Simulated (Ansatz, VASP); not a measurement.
Hf3Ta2F: VASP beside Ansatz

```xyz
6
Lattice="3.1250 0.0000 0.0000 -1.5625 2.7063 0.0000 0.0000 0.0000 13.1948" Properties=species:S:1:pos:R:3 pbc="T T T"
Hf    0.0000    1.8042    1.7837
Hf    0.0000    0.0000    6.5974
Hf    1.5625    0.9021   11.4111
Ta    0.0000    1.8042    9.0362
Ta    1.5625    0.9021    4.1586
F     0.0000    0.0000    0.0000
```

Change from the starting cell: species swapped into the NaNi2O3 type (P-3m1, No. 164).

Alike in both runs: task relaxation of cell and atoms; functional PBE; k mesh 12 × 12 × 4; occupations gaussian, width 0.1 eV; no spin polarisation.

```csv
,VASP,Ansatz
version,VASP 6.6.1,Ansatz 0.2.0
potentials or method,"VASP PAW PBE potentials, release 64 (Hf_pv, Ta_pv, F), cutoff 600 eV","scalar-relativistic, plane waves, PAW"
valence electrons in the cell,59,111
```

```tsv
	VASP	Ansatz	Ansatz less VASP
gap on the k mesh at the Fermi level, each at its own relaxed structure (eV)	none	none	-
relaxed volume (Å³/atom)	18.45	18.60	+0.148
relaxed length of the cell vector where the two differ most in proportion (Å)	12.964	13.164	+0.2005
```

A gap of «none» marks a metal or a gap that the smearing closes. VASP's potentials hold 59 valence electrons a cell and Ansatz's 111, so a difference there can come from the potentials and not from the codes.

Neither program's run includes spin-orbit coupling.
